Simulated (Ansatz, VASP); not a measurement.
Ta in VASP and in Ansatz

```
Ta
1.0
     4.86341    0.00000    0.00000
    -2.43170    4.21183    0.00000
     0.00000    0.00000    2.73038
Ta
3
Direct
  0.00000 0.00000 0.00000
  0.33333 0.66667 0.50000
  0.66667 0.33333 0.50000
```

Alike in both runs: functional PBE; k mesh 9 × 9 × 12; occupations fermi-dirac, width 0.05 eV; no spin polarisation.

Ansatz relaxed the structure, and its values are those at the end. VASP's run is a single point on that final structure, the one shown.

|  | VASP | Ansatz |
| --- | --- | --- |
| version | VASP 6.6.1 | Ansatz 0.2.0 |
| potentials or method | VASP PAW PBE potentials, release 64 (Ta_pv) | PAW with Ansatz's default frozen-core files, scalar-relativistic |
| plane-wave cutoff (eV) | 520 | 420 |
| valence electrons in the cell | 33 | 39 |

|  | VASP | Ansatz | Ansatz less VASP |
| --- | --- | --- | --- |
| pressure (GPa) | 0.1 | 0.0 | -0.11 |

VASP's potentials hold 33 valence electrons a cell and Ansatz's 39, so a difference there can come from the potentials and not from the codes.

Spin-orbit coupling is off throughout.
